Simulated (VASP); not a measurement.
# HgTe (F-43m) in VASP: a series of runs

Runs on HgTe. Level: LDA. Tasks: vibrations by perturbation theory, elastic constants.

All numbers are computed with VASP 6.6.1; they aren't measurements. Logs are shortened: lines on timing, memory, paths and dates and some standing lists are left out, and cuts for length are marked.

## Step 1: The cell of the first run

The structure is cubic, space group F-43m (No. 216). Conventional cell: a = 6.393 Å, b = 6.393 Å, c = 6.393 Å, α = 90.00°, β = 90.00°, γ = 90.00°. Within 3.6 Å of Hg (site symmetry -43m) lie 4 Te at 2.77 Å. Within 3.6 Å of Te (site symmetry -43m) lie 4 Hg at 2.77 Å.

## Step 2: Vibrations by perturbation theory, LDA

Input file INCAR:

```
SYSTEM = HgTe
PREC = Accurate
ENCUT = 520
EDIFF = 1E-8
ISMEAR = -1
SIGMA = 0.15
LREAL = .FALSE.
LASPH = .TRUE.
NELM = 60
ALGO = Normal
ISIF = 2
LWAVE = .FALSE.
LCHARG = .TRUE.
IBRION = 8
NSW = 1
```

Input file KPOINTS:

```
regular mesh
0
G
  12 12 12
  0 0 0
```

Input file POSCAR:

```
HgTe
1.0
    0.0000000000      3.1962972885      3.1962972885
    3.1962972885      0.0000000000      3.1962972885
    3.1962972885      3.1962972885      0.0000000000
Hg Te
1 1
Direct
    0.0000000000      0.0000000000      0.0000000000
    0.7500000000      0.7500000000      0.7500000000
```

Potentials or basis: VASP PAW LDA potentials, release 64 (Hg, Te).

On the command line:

```console
cat potpaw_LDA.64/Hg/POTCAR potpaw_LDA.64/Te/POTCAR > POTCAR
mpirun -np 1 vasp_std > vasp.out
```

OUTCAR:

```text
SYSTEM = HgTe
   PREC = Accurate
   ENCUT = 520
   EDIFF = 1E-8
   ISMEAR = -1
   LREAL = .FALSE.
   LASPH = .TRUE.
   NELM = 60
   ISIF = 2
   IBRION = 8
   NSW = 1

 ion  position               nearest neighbor table
   1  0.000  0.000  0.000-   2 2.77   2 2.77   2 2.77   2 2.77
   2  0.750  0.750  0.750-   1 2.77   1 2.77   1 2.77   1 2.77

  LATTYP: Found a face centered cubic cell.
 ALAT       =     6.3925945770

  Lattice vectors:

 A1 = (   0.0000000000,   3.1962972885,   3.1962972885)
 A2 = (   3.1962972885,   0.0000000000,   3.1962972885)
 A3 = (   3.1962972885,   3.1962972885,   0.0000000000)

Analysis of symmetry for initial positions (statically):
=====================================================================
 Subroutine PRICEL returns:
 Original cell was already a primitive cell.

 Routine SETGRP: Setting up the symmetry group for a
 face centered cubic supercell.

 Subroutine GETGRP returns: Found 24 space group operations
 (whereof 24 operations were pure point group operations)
 out of a pool of 48 trial point group operations.

The static configuration has the point symmetry T_d .

Analysis of symmetry for dynamics (positions and initial velocities):
=====================================================================
 Subroutine PRICEL returns:
 Original cell was already a primitive cell.

 Routine SETGRP: Setting up the symmetry group for a
 face centered cubic supercell.

 Subroutine GETGRP returns: Found 24 space group operations
 (whereof 24 operations were pure point group operations)
 out of a pool of 48 trial point group operations.

The dynamic configuration has the point symmetry T_d .

 Subroutine INISYM returns: Found 24 space group operations
 (whereof 24 operations are pure point group operations),
 and found     1 'primitive' translations

----------------------------------------------------------------------------------------

                                     Primitive cell

  volume of cell :      65.3088

  direct lattice vectors                    reciprocal lattice vectors
     0.000000000  3.196297288  3.196297288    -0.156431006  0.156431006  0.156431006
     3.196297288  0.000000000  3.196297288     0.156431006 -0.156431006  0.156431006
     3.196297288  3.196297288  0.000000000     0.156431006  0.156431006 -0.156431006

  length of vectors
     4.520246975  4.520246975  4.520246975     0.270946450  0.270946450  0.270946450

  position of ions in fractional coordinates (direct lattice)
     0.000000000  0.000000000  0.000000000
     0.750000000  0.750000000  0.750000000

  ion indices of the primitive-cell ions
   primitive index   ion index
                 1           1
                 2           2

----------------------------------------------------------------------------------------

 KPOINTS: regular mesh

Automatic generation of k-mesh.
 Grid dimensions read from file:
 generate k-points for:   12   12   12

 Generating k-lattice:

  Cartesian coordinates                     Fractional coordinates (reciprocal lattice)
    -0.013035917  0.013035917  0.013035917     0.083333333  0.000000000  0.000000000
     0.013035917 -0.013035917  0.013035917     0.000000000  0.083333333  0.000000000
     0.013035917  0.013035917 -0.013035917     0.000000000  0.000000000  0.083333333

  Length of vectors
     0.022578871  0.022578871  0.022578871

  Shift w.r.t. Gamma in fractional coordinates (k-lattice)
     0.000000000  0.000000000  0.000000000

 Subroutine IBZKPT returns following result:
 ===========================================

 Found     72 irreducible k-points:

 Following reciprocal coordinates:
            Coordinates               Weight
  0.000000  0.000000  0.000000      1.000000
  0.083333  0.000000  0.000000      8.000000
  0.166667  0.000000  0.000000      8.000000
  0.250000  0.000000  0.000000      8.000000
  0.333333  0.000000  0.000000      8.000000
  0.416667  0.000000  0.000000      8.000000
[... 16 lines left out ...]
  0.500000  0.166667  0.000000     24.000000
 -0.416667  0.166667  0.000000     24.000000
 [... further k-points ...]
   k-points           NKPTS =     72   k-points in BZ     NKDIM =     72   number of bands    NBANDS=     13
   number of dos      NEDOS =    301   number of ions     NIONS =      2
   total plane-waves  NPLWV =  46656
   dimension x,y,z NGX =    36 NGY =   36 NGZ =   36
   dimension x,y,z NGXF=    72 NGYF=   72 NGZF=   72
   ions per type =               1   1
   NGX,Y,Z   is equivalent  to a cutoff of  13.24, 13.24, 13.24 a.u.
   NGXF,Y,Z  is equivalent  to a cutoff of  26.48, 26.48, 26.48 a.u.
 SYSTEM =  HgTe
   PREC   = accura    normal or accurate (medium, high low for compatibility)
   ISTART =      0    job   : 0-new  1-cont  2-samecut
   ICHARG =      2    charge: 1-file 2-atom 10-const
   ISPIN  =      1    spin polarized calculation?
   LNONCOLLINEAR =      F non collinear calculations
   LSORBIT =      F    spin-orbit coupling
   LASPH  =      T    aspherical Exc in radial PAW
   ENCUT  =  520.0 eV  38.22 Ry    6.18 a.u.   8.40  8.40  8.40*2*pi/ulx,y,z
   NELM   =     60;   NELMIN=  2; NELMDL= -5     # of ELM steps
   EDIFF  = 0.1E-07   stopping-criterion for ELM
   LREAL  =      F    real-space projection
   EDIFFG = 0.1E-06   stopping-criterion for IOM
   NSW    =      1    number of steps for IOM
   IBRION =      8    ionic relax: 0-MD 1-quasi-New 2-CG
   NFREE  =      0    steps in history (QN), initial steepest desc. (CG)
   ISIF   =      2    stress and relaxation
   ISYM   =      2    0-nonsym 1-usesym 2-fastsym
   POTIM  = 0.5000    time-step for ionic-motion
   TEBEG  =    0.0;   TEEND  =   0.0 temperature during run
   PSTRESS=    0.0 pullay stress
   NELECT =      18.0000    total number of electrons
   NUPDOWN=      -1.0000    fix difference up-down
   EMIN   =  10.00;   EMAX   =-10.00  energy-range for DOS
   EFERMI =   0.00;   METHOD = LEGACY
   ISMEAR =    -1;   SIGMA  =   0.15  broadening in eV -4-tet -1-fermi 0-gaus
   EFERMI_NEDOS =   21; number of points for ismear=-14 and -15
   IALGO  =     38    algorithm
   IMIX   =      4    mixing-type and parameters
     AMIX     =   0.40;   BMIX     =  1.00
     AMIX_MAG =   1.60;   BMIX_MAG =  1.00
  volume/ion in A,a.u.               =      32.65       220.36
  Fermi-wavevector in a.u.,A,eV,Ry     =   1.065390  2.013295 15.443364  1.135055
  Thomas-Fermi vector in A             =   2.200940
   LORBIT       =      0    0 simple, 1 ext, 2 COOP (PROOUT), +10 PAW based schemes
   GGA     = CA    functional components
   LHFCALC =     F    Hartree Fock is set to
   AEXX    =    0.0000 exact exchange contribution
   IVDW    =     0    specifies the selected vdW correction
   LEPSILON=     F    determine dielectric tensor
   LRPA    =     F    only Hartree local field effects (RPA)
 non-spin polarized calculation
  energy-cutoff  :      520.00
  volume of cell :       65.31
 maximum number of plane-waves:      1807
 NGX is ok and might be reduce to    36
   NGX = 17   NGY = 17   NGZ = 17

--------------------------------------- Ionic step        1  -------------------------------------------

 number of electron      17.9999998 magnetization

 Free energy of the ion-electron system (eV)
  ---------------------------------------------------
  ext. energy  EPLUGINS =         0.00000000
  ---------------------------------------------------
  free energy    TOTEN  =        -5.03398363 eV

  energy without entropy =       -5.02688906  energy(sigma->0) =       -5.03043635

 E-fermi :   3.5090     XC(G=0):  -9.2469

 val. band max:        3.2669072978   @ k =   0.0000   0.0000   0.0000
 cond. band min:       3.6903899455   @ k =   0.0833   0.0000   0.0000
 fundamental gap:      0.4234826477
 Fermi energy:         3.5089696559

 k-point     1 :       0.0000    0.0000    0.0000
  band No.  band energies     occupation
      1      -9.0215      2.00000
      2      -4.3094      2.00000
      3      -4.3094      2.00000
      4      -4.3094      2.00000
      5      -3.7346      2.00000
      6      -3.7346      2.00000
      7       2.4822      1.99787
      8       3.2669      1.66786
      9       3.2669      1.66786
     10       3.2669      1.66786
     11       7.3645      0.00000
     12       7.3645      0.00000
     13       7.3645      0.00000
[... 354 lines left out ...]
  band No.  band energies     occupation
      1      -8.3426      2.00000
      2      -4.1549      2.00000
      3      -4.1260      2.00000
      4      -3.7575      2.00000
      5      -3.7240      2.00000
      6      -3.4015      2.00000
      7      -2.3281      2.00000
      8       0.9565      2.00000
      9       1.9427      1.99994
     10       5.0373      0.00008
     11       7.6618      0.00000
     12       8.7762      0.00000
     13       9.9236      0.00000

 [... further k-points ...]

------------------------ aborting loop because EDIFF is reached ----------------------------------------

  FORCE on cell =-STRESS in cart. coord.  units (eV):
  Direction    XX          YY          ZZ          XY          YZ          ZX
  --------------------------------------------------------------------------------------
  -------------------------------------------------------------------------------------
  Total        0.5296038      0.5296038      0.5296038      0.0000000      0.0000000     -0.0000000
  in kB       12.9924245     12.9924245     12.9924245      0.0000000      0.0000000     -0.0000000
  external PRESSURE =      12.9924245 kB  Pullay stress =       0.0000000 kB

 VOLUME and BASIS-vectors are now :
 -----------------------------------------------------------------------------
  energy-cutoff  :      520.00
  volume of cell :       65.31
      direct lattice vectors                 reciprocal lattice vectors
     0.000000000  3.196297288  3.196297288    -0.156431006  0.156431006  0.156431006
     3.196297288  0.000000000  3.196297288     0.156431006 -0.156431006  0.156431006
     3.196297288  3.196297288  0.000000000     0.156431006  0.156431006 -0.156431006

 POSITION                                       TOTAL-FORCE (eV/Angst)
 -----------------------------------------------------------------------------------
      0.00000      0.00000      0.00000        -0.000000      0.000000     -0.000000
      4.79445      4.79445      4.79445         0.000000     -0.000000      0.000000
 -----------------------------------------------------------------------------------
    total drift:                               -0.000000     -0.000000     -0.000000

  FREE ENERGIE OF THE ION-ELECTRON SYSTEM (eV)
  ---------------------------------------------------
  free  energy   TOTEN  =        -5.0339836326 eV

  energy  without entropy=       -5.0268890626  energy(sigma->0) =       -5.03043635

[... ionic steps 2 to 3 ...]

--------------------------------------- Ionic step        4  -------------------------------------------

------------------------ aborting loop because EDIFF is reached ----------------------------------------

[... ionic steps 5 to 6 ...]

--------------------------------------- Ionic step        7  -------------------------------------------

 Free energy of the ion-electron system (eV)
  ---------------------------------------------------
  ---------------------------------------------------
  free energy    TOTEN  =        -0.04854411 eV

  energy without entropy =       -0.04854411

------------------------ aborting loop because EDIFF is reached ----------------------------------------

 INTERNAL STRAIN TENSOR  FOR ION    2  DIRECTION 1   (eV/Angst):
 -----------------------------------------------------------------------------
     0.00279  0.00000  0.00000
     0.00000  0.00245  6.34942
     0.00000  6.34942  0.00245

 INTERNAL STRAIN TENSOR FOR ION    2 for displacements in x,y,z  (eV/Angst):
          X           Y           Z          XY          YZ          ZX
  --------------------------------------------------------------------------------
  x    -0.00000    -0.00000    -0.00000     0.00000     6.34942     0.00000
  y     0.00000     0.00000     0.00000     0.00000     0.00000     6.34942
  z    -0.00000    -0.00000    -0.00000     6.34942     0.00000     0.00000

 SECOND DERIVATIVES (NOT SYMMETRIZED)
 ------------------------------------
               1X          1Y          1Z          2X          2Y          2Z
  1X    -4.392750    0.000000    0.000000    4.392750    0.000000    0.000000
  1Y     0.000000   -4.392750    0.000000    0.000000    4.392750    0.000000
  1Z     0.000000    0.000000   -4.392750    0.000000    0.000000    4.392750
  2X     4.396782    0.000000    0.000000   -4.396782    0.000000    0.000000
  2Y     0.000000    4.396782    0.000000    0.000000   -4.396782    0.000000
  2Z     0.000000    0.000000    4.396782    0.000000    0.000000   -4.396782

 Eigenvectors and eigenvalues of the dynamical matrix
 ----------------------------------------------------

   1 f  =    3.711278 THz    23.318645 2PiTHz  123.794897 cm-1    15.348604 meV
             X         Y         Z           dx          dy          dz
      0.000000  0.000000  0.000000    -0.241620   -0.564113    0.109444
      4.794446  4.794446  4.794446     0.303082    0.707611   -0.137284
[... 21 lines left out ...]
   6 f/i=    0.000830 THz     0.005214 2PiTHz    0.027682 cm-1     0.003432 meV
             X         Y         Z           dx          dy          dz
      0.000000  0.000000  0.000000     0.741919   -0.245486   -0.026678
      4.794446  4.794446  4.794446     0.591464   -0.195703   -0.021268

--------------------------------------------------------------------------------------------------------

 ELASTIC MODULI CONTR FROM IONIC RELAXATION (kBar)
 Direction    XX          YY          ZZ          XY          YZ          ZX
 --------------------------------------------------------------------------------
 XX          -0.0000     -0.0000     -0.0000      0.0000      0.0000     -0.0000
 YY          -0.0000     -0.0000     -0.0000      0.0000      0.0000     -0.0000
 ZZ          -0.0000     -0.0000     -0.0000      0.0000      0.0000     -0.0000
 XY           0.0000      0.0000      0.0000   -236.7825     -0.0000     -0.0000
 YZ           0.0000      0.0000      0.0000     -0.0000   -236.7825      0.0000
 ZX          -0.0000     -0.0000     -0.0000     -0.0000      0.0000   -236.7825
 --------------------------------------------------------------------------------
```

It took 13 min on 1 thread of AMD EPYC 9R14 (Zen 4), shared host; peak memory 0.62 GiB.

What came out:

* Highest phonon frequency at Γ, LO-TO splitting left out: 124 cm⁻¹

Phonon frequencies in cm⁻¹ (negative: imaginary):
```
              q point        frequencies
(0.000, 0.000, 0.000)  0 0 0 124 124 124
```

Caveat: the cell stands under pressure or tension, which shifts response properties; spin-orbit coupling is left out, which moves the levels of the heavy elements.

## Step 3: Elastic constants, LDA

This run uses another cell than the first one, of 26.79 Å³/atom.

Input file INCAR:

```
ALGO = Normal
EDIFF = 1E-8
ENCUT = 500
GGA = CA
GGA_COMPAT = False
IBRION = 6
ISIF = 3
ISMEAR = -1
LASPH = True
LCHARG = True
LREAL = False
LWAVE = False
NBANDS = 16
NELM = 120
NFREE = 2
NSW = 1
POTIM = 0.015
PREC = Accurate
SIGMA = 0.15
```

Input file KPOINTS:

```
k-points
0
Gamma
  12 12 12
```

Input file POSCAR:

```
HgTe
1.0
    0.0000000000      2.9922763284      2.9922763284
    2.9922763284      0.0000000000      2.9922763284
    2.9922763284      2.9922763284      0.0000000000
Hg Te
1 1
Direct
    0.0000000000      0.0000000000      0.0000000000
    0.7500000000      0.7500000000      0.7500000000
```

Potentials or basis: VASP PAW LDA potentials, release 64 (Hg, Te).

On the command line:

```console
cat potpaw_LDA.64/Hg/POTCAR potpaw_LDA.64/Te/POTCAR > POTCAR
mpirun -np 1 vasp_std > vasp.out
```

OUTCAR:

```text
EDIFF = 1E-8
   ENCUT = 500
   GGA = CA
   IBRION = 6
   ISIF = 3
   ISMEAR = -1
   LASPH = True
   LREAL = False
   NELM = 120
   NFREE = 2
   NSW = 1
   POTIM = 0.015
   PREC = Accurate

 ion  position               nearest neighbor table
   1  0.000  0.000  0.000-   2 2.59   2 2.59   2 2.59   2 2.59
   2  0.750  0.750  0.750-   1 2.59   1 2.59   1 2.59   1 2.59

  LATTYP: Found a face centered cubic cell.
 ALAT       =     5.9845526568

  Lattice vectors:

 A1 = (   0.0000000000,   2.9922763284,   2.9922763284)
 A2 = (   2.9922763284,   0.0000000000,   2.9922763284)
 A3 = (   2.9922763284,   2.9922763284,   0.0000000000)
[... 878 lines left out ...]
          X           Y           Z          XY          YZ          ZX
  --------------------------------------------------------------------------------
  x     0.00000     0.00000     0.00000     0.00000   -17.70198     0.00000
  y    -0.00000    -0.00000    -0.00000     0.00000     0.00000   -17.70198
  z     0.00000     0.00000     0.00000   -17.70198     0.00000     0.00000

 INTERNAL STRAIN TENSOR FOR ION    2 for displacements in x,y,z  (eV/Angst):
          X           Y           Z          XY          YZ          ZX
  --------------------------------------------------------------------------------
  x     0.00000     0.00000     0.00000     0.00000    17.70474     0.00000
  y     0.00000    -0.00000     0.00000     0.00000     0.00000    17.70474
  z     0.00000     0.00000     0.00000    17.70474     0.00000     0.00000

 Eigenvectors and eigenvalues of the dynamical matrix
 ----------------------------------------------------

   1 f  =    5.462852 THz    34.324109 2PiTHz  182.221118 cm-1    22.592529 meV
             X         Y         Z           dx          dy          dz
      0.000000  0.000000  0.000000     0.623524    0.000000    0.000000
      4.488414  4.488414  4.488414    -0.781804   -0.000000    0.000000
[... 21 lines left out ...]
   6 f/i=    0.000096 THz     0.000604 2PiTHz    0.003208 cm-1     0.000398 meV
             X         Y         Z           dx          dy          dz
      0.000000  0.000000  0.000000    -0.267010   -0.047323   -0.733270
      4.488414  4.488414  4.488414    -0.212952   -0.037742   -0.584815

--------------------------------------------------------------------------------------------------------

 ELASTIC MODULI CONTR FROM IONIC RELAXATION (kBar)
 Direction    XX          YY          ZZ          XY          YZ          ZX
 --------------------------------------------------------------------------------
 XX          -0.0000     -0.0000     -0.0000      0.0000     -0.0000     -0.0000
 YY          -0.0000     -0.0000     -0.0000      0.0000      0.0000      0.0000
 ZZ          -0.0000     -0.0000     -0.0000     -0.0000      0.0000     -0.0000
 XY           0.0000      0.0000     -0.0000   -984.0528      0.0000      0.0000
 YZ          -0.0000      0.0000      0.0000      0.0000   -984.0528      0.0000
 ZX          -0.0000      0.0000     -0.0000      0.0000      0.0000   -984.0528
 --------------------------------------------------------------------------------

 TOTAL ELASTIC MODULI (kBar)
 Direction    XX          YY          ZZ          XY          YZ          ZX
 --------------------------------------------------------------------------------
 XX        1110.8304   1131.2429   1131.2429      0.0000      0.0000     -0.0000
 YY        1131.2429   1110.8304   1131.2429      0.0000     -0.0000     -0.0000
 ZZ        1131.2429   1131.2429   1110.8304      0.0000      0.0000     -0.0000
 XY           0.0000      0.0000      0.0000     18.5665     -0.0000      0.0000
 YZ           0.0000     -0.0000      0.0000     -0.0000     18.5665     -0.0000
 ZX          -0.0000     -0.0000     -0.0000      0.0000     -0.0000     18.5665
 --------------------------------------------------------------------------------
```

Run time: 33 min. Hardware: 1 thread of Intel Xeon Platinum 8259CL at 2.50GHz (Skylake/Cascade Lake), shared host; peak memory 0.68 GiB.

What came out:

```
Elastic constants C11, C12, C44                         : 111, 113, 2 GPa
Voigt bulk modulus                                      : 112 GPa
Highest phonon frequency at Γ, LO-TO splitting left out : 182 cm⁻¹
```

Phonon frequencies in cm⁻¹ (negative: imaginary):
| q point | frequencies |
| --- | --- |
| (0.000, 0.000, 0.000) | 0 0 0 182 182 182 |

Elastic tensor in Voigt notation (GPa, in the Cartesian axes of the cell as first typed):
```
111 113 113   0   0   0
113 111 113   0   0   0
113 113 111   0   0   0
  0   0   0   2   0   0
  0   0   0   0   2   0
  0   0   0   0   0   2
```

Clamped-ion elastic tensor (GPa):
```
111 113 113   0   0   0
113 111 113   0   0   0
113 113 111   0   0   0
  0   0   0 100   0   0
  0   0   0   0 100   0
  0   0   0   0   0 100
```

Caveat: the cell is under stress, which shifts elastic constants; the elastic tensor has a negative eigenvalue, so either the cell is unstable as it stands or the mesh is too thin; spin-orbit coupling is left out, which moves the levels of the heavy elements.
